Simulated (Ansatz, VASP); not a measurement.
**LaY3N4 in VASP and in Ansatz**

```
Y La N
1.0
     4.04653    0.00000    0.00000
    -2.02326    3.50440    0.00000
     0.00000    0.00000   10.36725
Y La N
3 1 4
Direct
  0.33333 0.66667 0.99379
  0.33333 0.66667 0.46611
  0.66667 0.33333 0.22791
  0.66667 0.33333 0.72484
  0.33333 0.66667 0.21422
  0.33333 0.66667 0.69145
  0.66667 0.33333 0.45137
  0.66667 0.33333 0.98030
```

Alike in both runs: task single point; functional PBE; k mesh 12 × 12 × 4; occupations fermi-dirac, width 0.02 eV; no spin polarisation.

|  | VASP | Ansatz |
| --- | --- | --- |
| version | VASP 6.6.1 | Ansatz 0.2.0 |
| potentials or method | VASP PAW PBE potentials, release 64 (Y_sv, La, N) | plane waves, PAW |
| plane-wave cutoff (eV) | 520 | 420 |
| valence electrons in the cell | 64 | 64 |

Ansatz gave:

- gap on the k mesh at the Fermi level (eV): 1.63
- pressure (GPa): 0.7
- traceless stress, the component that is largest in VASP (GPa): 0.13
- rms of the force components (eV/Å): 0.015

Problem. Which values does VASP return?

Solution. gap on the k mesh at the Fermi level (eV): 1.64; pressure (GPa): 0.6; traceless stress, the component that is largest in VASP (GPa): 0.12; rms of the force components (eV/Å): 0.015.

Atom by atom the forces differ by 0.003 eV/Å (rms over components). The functional is the same, so the differences come from potentials, cutoffs and numerics.

Spin-orbit coupling is off throughout.
